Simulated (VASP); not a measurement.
WSe2, 6 atoms in the cell. Symmetry: P6_3/mmc, No. 194, hexagonal system. The conventional cell has a = 3.325 Å, b = 3.325 Å, c = 13.181 Å, α = 90.00°, β = 90.00°, γ = 120.00°. W (site symmetry -6m2) has 6 Se at 2.56 Å and 6 W at 3.33 Å within 3.4 Å. Se (site symmetry 3m) has 3 W at 2.56 Å and 7 Se at 3.33 to 3.40 Å within 3.4 Å. 

| Item | Value |
| --- | --- |
| Program | VASP 6.6.1 |
| Task | relaxation of shape and atoms at fixed volume |
| Functional | PBE |
| Dispersion | D3(BJ) |
| Potentials or basis | VASP PAW PBE potentials, release 64 (W_sv, Se) |
| Cutoff | 600 eV |
| k mesh | 9 × 9 × 2 |
| Occupations | gaussian, width 0.02 eV |
| Spin | no spin polarisation |
| Dipole correction | no |
| Further INCAR settings | ALGO = Normal; EDIFF = 1e-06; IBRION = 2; EDIFFG = -0.01; NSW = 50; ISIF = 4 |

Potentials or basis: VASP PAW PBE potentials, release 64 (W_sv, Se).

Run with:

```bash
$ cat potpaw_PBE.64/W_sv/POTCAR potpaw_PBE.64/Se/POTCAR > POTCAR
$ mpirun -np 1 vasp_std > vasp.out
```

Hardware: 1 thread of Intel(R) Xeon(R) 6975P-C (Granite Rapids) (shared host).

Question: How long does it take, and how much memory?

Answer: Run time: 3.6 min on 1 thread of Intel(R) Xeon(R) 6975P-C (Granite Rapids), with other jobs on the host, peak memory 0.36 GiB. Counts: scf iterations 40, k points 24, ion steps 5.
